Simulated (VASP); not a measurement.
# Cl (P6_3/mmc) in VASP: relaxation of cell and atoms with PBEsol

Aim: the relaxation of cell and atoms of Cl with PBEsol.

Program: VASP 6.6.1. These are calculated values, not measurements. Logs are shortened: lines on timing, memory, paths and dates and some standing lists are left out, and cuts for length are marked.

## (1) The cell of the first run

The structure is hexagonal, space group P6_3/mmc (No. 194). The conventional cell has a = 2.196 Å, b = 2.196 Å, c = 3.860 Å, α = 90.00°, β = 90.00°, γ = 120.00°. Within 2.9 Å of Cl (site symmetry -6m2) lie 12 Cl at 2.20 to 2.31 Å.

## (2) Relaxation of cell and atoms, PBEsol, target pressure 270 GPa, at which the enthalpy is minimised

File INCAR:

```
SYSTEM = Cl
  PREC = Accurate
  ENCUT = 600
  EDIFF = 1E-6
  ISMEAR = -1
  SIGMA = 0.1
  LREAL = .FALSE.
  LASPH = .TRUE.
  NELM = 60
  ALGO = Normal
  ISIF = 3
  LWAVE = .FALSE.
  LCHARG = .FALSE.
  GGA = PS
  IBRION = 2
  NSW = 32
  EDIFFG = -0.005
  PSTRESS = 2700.0
```

File KPOINTS:

```
regular mesh
0
G
  19 19 10
  0 0 0
```

File POSCAR:

```
Cl
1.0
    2.1959091505      0.0000000000      0.0000000000
   -1.0979545752      1.9017131087      0.0000000000
    0.0000000000      0.0000000000      3.8604615195
Cl
2
Direct
    0.3333333333      0.6666666667      0.2500000000
    0.6666666667      0.3333333333      0.7500000000
```

Potentials or basis: VASP PAW PBE potentials, release 64 (Cl).

Run with:

```
> cat potpaw_PBE.64/Cl/POTCAR > POTCAR
> mpirun -np 1 vasp_std > vasp.out
```

OUTCAR:

```text
SYSTEM = Cl
   PREC = Accurate
   ENCUT = 600
   EDIFF = 1E-6
   ISMEAR = -1
   LREAL = .FALSE.
   LASPH = .TRUE.
   NELM = 60
   ISIF = 3
   GGA = PS
   IBRION = 2
   NSW = 32
   EDIFFG = -0.005
   PSTRESS = 2700.0

 ion  position               nearest neighbor table
   1  0.333  0.667  0.250-   2 2.31   2 2.31   2 2.31   2 2.31   2 2.31   2 2.31
   2  0.667  0.333  0.750-   1 2.31   1 2.31   1 2.31   1 2.31   1 2.31   1 2.31

  LATTYP: Found a hexagonal cell.
 ALAT       =     2.1959091505
 C/A-ratio  =     1.7580242419

  Lattice vectors:

 A1 = (   2.1959091505,   0.0000000000,   0.0000000000)
 A2 = (  -1.0979545752,   1.9017131087,   0.0000000000)
 A3 = (   0.0000000000,   0.0000000000,   3.8604615195)

Analysis of symmetry for initial positions (statically):
=====================================================================
 Subroutine PRICEL returns:
 Original cell was already a primitive cell.

 Routine SETGRP: Setting up the symmetry group for a
 hexagonal supercell.

 Subroutine GETGRP returns: Found 24 space group operations
 (whereof 12 operations were pure point group operations)
 out of a pool of 24 trial point group operations.

The static configuration has the point symmetry D_3d.
 The point group associated with its full space group is D_6h.

Analysis of symmetry for dynamics (positions and initial velocities):
=====================================================================
 Subroutine PRICEL returns:
 Original cell was already a primitive cell.

 Routine SETGRP: Setting up the symmetry group for a
 hexagonal supercell.

 Subroutine GETGRP returns: Found 24 space group operations
 (whereof 12 operations were pure point group operations)
 out of a pool of 24 trial point group operations.

The dynamic configuration has the point symmetry D_3d.
 The point group associated with its full space group is D_6h.

 Subroutine INISYM returns: Found 24 space group operations
 (whereof 12 operations are pure point group operations),
 and found     1 'primitive' translations

----------------------------------------------------------------------------------------

                                     Primitive cell

  volume of cell :      16.1212

  direct lattice vectors                    reciprocal lattice vectors
     2.195909150  0.000000000  0.000000000     0.455392246  0.262920836  0.000000000
    -1.097954575  1.901713109  0.000000000     0.000000000  0.525841672  0.000000000
     0.000000000  0.000000000  3.860461519     0.000000000  0.000000000  0.259036386

  length of vectors
     2.195909150  2.195909150  3.860461519     0.525841672  0.525841672  0.259036386

  position of ions in fractional coordinates (direct lattice)
     0.333333333  0.666666667  0.250000000
     0.666666667  0.333333333  0.750000000

  ion indices of the primitive-cell ions
   primitive index   ion index
                 1           1
                 2           2

----------------------------------------------------------------------------------------

 KPOINTS: regular mesh

Automatic generation of k-mesh.
 Grid dimensions read from file:
 generate k-points for:   19   19   10

 Generating k-lattice:

  Cartesian coordinates                     Fractional coordinates (reciprocal lattice)
     0.023968013  0.013837939  0.000000000     0.052631579  0.000000000  0.000000000
     0.000000000  0.027675877  0.000000000     0.000000000  0.052631579  0.000000000
     0.000000000  0.000000000  0.025903639     0.000000000  0.000000000  0.100000000

  Length of vectors
     0.027675877  0.027675877  0.025903639

  Shift w.r.t. Gamma in fractional coordinates (k-lattice)
     0.000000000  0.000000000  0.000000000

 Subroutine IBZKPT returns following result:
 ===========================================

 Found    240 irreducible k-points:

 Following reciprocal coordinates:
            Coordinates               Weight
  0.000000  0.000000  0.000000      1.000000
  0.052632  0.000000  0.000000      6.000000
  0.105263  0.000000  0.000000      6.000000
  0.157895  0.000000  0.000000      6.000000
  0.210526  0.000000  0.000000      6.000000
  0.263158  0.000000  0.000000      6.000000
[... 16 lines left out ...]
  0.263158  0.105263  0.000000     12.000000
  0.315789  0.105263  0.000000     12.000000
 [... further k-points ...]
   k-points           NKPTS =    240   k-points in BZ     NKDIM =    240   number of bands    NBANDS=     11
   number of dos      NEDOS =    301   number of ions     NIONS =      2
   total plane-waves  NPLWV =  10368
   dimension x,y,z NGX =    18 NGY =   18 NGZ =   32
   dimension x,y,z NGXF=    36 NGYF=   36 NGZF=   64
   ions per type =               2
   NGX,Y,Z   is equivalent  to a cutoff of  13.63, 13.63, 13.78 a.u.
   NGXF,Y,Z  is equivalent  to a cutoff of  27.25, 27.25, 27.56 a.u.
 SYSTEM =  Cl
   PREC   = accura    normal or accurate (medium, high low for compatibility)
   ISTART =      0    job   : 0-new  1-cont  2-samecut
   ICHARG =      2    charge: 1-file 2-atom 10-const
   ISPIN  =      1    spin polarized calculation?
   LNONCOLLINEAR =      F non collinear calculations
   LSORBIT =      F    spin-orbit coupling
   LASPH  =      T    aspherical Exc in radial PAW
   ENCUT  =  600.0 eV  44.10 Ry    6.64 a.u.   4.39  4.39  7.71*2*pi/ulx,y,z
   NELM   =     60;   NELMIN=  2; NELMDL= -5     # of ELM steps
   EDIFF  = 0.1E-05   stopping-criterion for ELM
   LREAL  =      F    real-space projection
   EDIFFG = -.5E-02   stopping-criterion for IOM
   NSW    =     32    number of steps for IOM
   IBRION =      2    ionic relax: 0-MD 1-quasi-New 2-CG
   NFREE  =      1    steps in history (QN), initial steepest desc. (CG)
   ISIF   =      3    stress and relaxation
   ISYM   =      2    0-nonsym 1-usesym 2-fastsym
   POTIM  = 0.5000    time-step for ionic-motion
   TEBEG  =    0.0;   TEEND  =   0.0 temperature during run
   PSTRESS= 2700.0 pullay stress
   NELECT =      14.0000    total number of electrons
   NUPDOWN=      -1.0000    fix difference up-down
   EMIN   =  10.00;   EMAX   =-10.00  energy-range for DOS
   EFERMI =   0.00;   METHOD = LEGACY
   ISMEAR =    -1;   SIGMA  =   0.10  broadening in eV -4-tet -1-fermi 0-gaus
   EFERMI_NEDOS =   21; number of points for ismear=-14 and -15
   IALGO  =     38    algorithm
   IMIX   =      4    mixing-type and parameters
     AMIX     =   0.40;   BMIX     =  1.00
     AMIX_MAG =   1.60;   BMIX_MAG =  1.00
  volume/ion in A,a.u.               =       8.06        54.40
  Fermi-wavevector in a.u.,A,eV,Ry     =   1.561893  2.951550 33.191550  2.439510
  Thomas-Fermi vector in A             =   2.664892
   LORBIT       =      0    0 simple, 1 ext, 2 COOP (PROOUT), +10 PAW based schemes
   GGA     = PS    functional components
   LHFCALC =     F    Hartree Fock is set to
   AEXX    =    0.0000 exact exchange contribution
   IVDW    =     0    specifies the selected vdW correction
   LEPSILON=     F    determine dielectric tensor
   LRPA    =     F    only Hartree local field effects (RPA)
 conjugate gradient relaxation of ions
 non-spin polarized calculation
  energy-cutoff  :      600.00
  volume of cell :       16.12
 maximum number of plane-waves:       558
 NGX is ok and might be reduce to    18
   NGX =  9   NGY =  9   NGZ = 15

--------------------------------------- Ionic step        1  -------------------------------------------

 number of electron      14.0000005 magnetization

 Free energy of the ion-electron system (eV)
  ---------------------------------------------------
  ext. energy  EPLUGINS =         0.00000000
  ---------------------------------------------------
  free energy    TOTEN  =         6.44224102 eV

  energy without entropy =        6.46974428  energy(sigma->0) =        6.45599265

------------------------ aborting loop because EDIFF is reached ----------------------------------------

  FORCE on cell =-STRESS in cart. coord.  units (eV):
  Direction    XX          YY          ZZ          XY          YZ          ZX
  --------------------------------------------------------------------------------------
  -------------------------------------------------------------------------------------
  Total       27.0325003     27.0325003     27.0977686      0.0000000      0.0000000      0.0000000
  in kB     2686.5702625   2686.5702624   2693.0568141      0.0000001      0.0000000      0.0000000
  external PRESSURE =     -11.2675537 kB  Pullay stress =    2700.0000000 kB
[... 137 lines left out ...]
  enthalpy is  TOTEN    =        33.6097520912 eV   P V=       27.1306756766

--------------------------------------- Ionic step        5  -------------------------------------------

 number of electron      14.0000005 magnetization

 Free energy of the ion-electron system (eV)
  ---------------------------------------------------
  ext. energy  EPLUGINS =         0.00000000
  ---------------------------------------------------
  free energy    TOTEN  =         6.47722508 eV

  energy without entropy =        6.50490479  energy(sigma->0) =        6.49106493

 E-fermi :  19.5447     XC(G=0): -14.9085

 val. band max:       19.5424885322   @ k =   0.2105   0.0000   0.1000
 cond. band min:      19.5451657830   @ k =   0.0526   0.0526   0.2000
 fundamental gap:      0.0026772508
 Fermi energy:        19.5447284578

 k-point     1 :       0.0000    0.0000    0.0000
  band No.  band energies     occupation
      1      -8.4377      2.00000
      2      -1.4384      2.00000
      3       3.2877      2.00000
      4      22.3277      0.00000
      5      22.7569      0.00000
      6      22.7569      0.00000
      7      24.7743      0.00000
      8      24.7743      0.00000
      9      29.7001      0.00000
     10      32.7510      0.00000
     11      32.9410      0.00000
[... 309 lines left out ...]
 k-point    24 :       0.3158    0.1053    0.0000
  band No.  band energies     occupation
      1      -3.0374      2.00000
      2       3.5332      2.00000
      3       7.1872      2.00000
      4       8.3677      2.00000
      5      12.7823      2.00000
      6      14.8081      2.00000
      7      17.5871      2.00000
      8      19.6731      0.43383
      9      26.9934      0.00000
     10      27.3200      0.00000
     11      32.0981      0.00000

 [... further k-points ...]
[... 5 lines left out ...]
  --------------------------------------------------------------------------------------
  -------------------------------------------------------------------------------------
  Total       27.1318590     27.1318590     27.1344079      0.0000000      0.0000000     -0.0000000
  in kB     2699.9350547   2699.9350543   2700.1886967      0.0000003      0.0000000     -0.0000000
  external PRESSURE =       0.0196019 kB  Pullay stress =    2700.0000000 kB
[... 17 lines left out ...]
  FREE ENERGIE OF THE ION-ELECTRON SYSTEM (eV)
  ---------------------------------------------------
  free  energy   TOTEN  =         6.4772250770 eV

  energy  without entropy=        6.5049047891  energy(sigma->0) =        6.49106493

  enthalpy is  TOTEN    =        33.6097367450 eV   P V=       27.1325116680

 reached required accuracy - stopping structural energy minimisation
```

Wall time 1.7 min (1 thread of AMD EPYC 7R13, shared host); peak memory 0.13 GiB.

What came out:

| Quantity | Value |
| --- | --- |
| Free energy | 6.4772 eV |
| Relaxed volume | 8.05 Å³/atom |
| Relaxed cell | a = 2.193 Å, b = 2.193 Å, c = 3.866 Å, α = 90.00°, β = 90.00°, γ = 120.00° |
| Space group after relaxing (to 0.1 Å) | P6_3/mmc (No. 194) |
| Energy change on relaxing (the run minimises the enthalpy) | +17.5 meV/atom |
| Ionic steps | 5 |
| Pressure after relaxing | 270.0 GPa |
| Band gap on the k mesh | zero (bands 7 and 8 overlap by 10.54 eV) |

Step by step:
| step | energy change (eV) | largest force (eV/Å) | pressure (GPa) | volume (Å³) |
| --- | --- | --- | --- | --- |
| 1 | 0.0000 | 0.0000 | 268.87 | 16.12 |
| 2 | 0.2242 | 0.0000 | 275.84 | 15.99 |
| 3 | 0.0385 | 0.0000 | 270.07 | 16.10 |
| 4 | 0.0368 | 0.0000 | 270.04 | 16.10 |
| 5 | 0.0350 | 0.0000 | 270.00 | 16.10 |

Final structure:
```cif
data_structure
_symmetry_space_group_name_H-M 'P 1'
_symmetry_Int_Tables_number 1
_cell_length_a 2.1929
_cell_length_b 2.1929
_cell_length_c 3.8661
_cell_angle_alpha 90.000
_cell_angle_beta 90.000
_cell_angle_gamma 120.000
_cell_volume 16.10
loop_
_atom_site_label
_atom_site_type_symbol
_atom_site_fract_x
_atom_site_fract_y
_atom_site_fract_z
_atom_site_occupancy
Cl1 Cl 0.33333 0.66667 0.25000 1
Cl2 Cl 0.66667 0.33333 0.75000 1
```

Caveat: the cell is relaxed towards a set pressure, so the run minimises the enthalpy, not the energy; the PAW data sets were made with another functional, which shifts forces and pressure a little.
